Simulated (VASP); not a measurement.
CdTe:

```
Te Cd
1.0
     0.00000    3.13957    3.13957
     3.13957    0.00000    3.13957
     3.13957    3.13957    0.00000
Te Cd
1 1
Direct
  0.75000 0.75000 0.75000
  0.00000 0.00000 0.00000
```

Base run:

```yaml
Program: VASP 6.6.1
Functional: r2SCAN
Dispersion: D3(BJ)
Potentials_or_basis: VASP PAW PBE potentials, release 64 (Te, Cd)
Cutoff: 520 eV
k_mesh: 7 × 7 × 7
Occupations: fermi-dirac, width 0.05 eV
Spin: no spin polarisation
```

Its results: band gap on the k mesh 1.59 eV, direct; pressure 6.3 GPa.

Question: The run is repeated on the same cell with these changes: functional from r2SCAN to PBEsol; dispersion from D3(BJ) to none. What comes out?

Answer: Band gap on the k mesh 0.95 eV, direct; pressure 5.4 GPa.

Several settings changed at once, so the effect can't be laid on one alone.

Caveats: the PAW data sets were made with another functional, which shifts forces and pressure a little; spin-orbit coupling is left out, which moves the levels of the heavy elements.

